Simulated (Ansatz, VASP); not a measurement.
MgZr2N4: VASP beside Ansatz

```xyz
7
Lattice="5.4995 -2.1595 -0.0007 5.4995 2.1595 -0.0007 -0.6753 0.0000 3.8398" Properties=species:S:1:pos:R:3 pbc="T T T"
Mg   -0.3377    0.0000    1.9199
Zr    6.4451    0.0000    3.7421
Zr    3.8786    0.0000    0.0962
N     9.1528    0.0000    0.4029
N     1.1708    0.0000    3.4354
N     5.7837    0.0000    1.5363
N     4.5399    0.0000    2.3021
```

Change from the starting cell: the structure that the rattled cell fell into.

Alike in both runs: functional PBE; k mesh 8 × 8 × 8; occupations gaussian, width 0.02 eV; no spin polarisation.

Ansatz relaxed the structure, and its values are those at the end. VASP's run is a single point on that final structure, the one shown.

```csv
,VASP,Ansatz
version,VASP 6.6.1,Ansatz 0.2.0
potentials or method,"VASP PAW PBE potentials, release 64 (Mg, Zr_sv, N), cutoff 520 eV","scalar-relativistic, plane waves, PAW"
valence electrons in the cell,46,54
```

VASP gave:

| Quantity | Value |
| --- | --- |
| gap on the k mesh at the Fermi level (eV) | 0.75 |
| least direct gap on the mesh (eV) | 1.63 |
| pressure (GPa) | 0.1 |
| rms of the force components (eV/Å) | 0.023 |

Question: What did Ansatz give for the same quantities?

Answer: gap on the k mesh at the Fermi level (eV): 0.75; least direct gap on the mesh (eV): 1.64; pressure (GPa): 0.0; rms of the force components (eV/Å): 0.003.

With one functional, cell and mesh, what is left measures potentials, basis and numerics. VASP's potentials hold 46 valence electrons a cell and Ansatz's 54, so a difference there can come from the potentials and not from the codes.
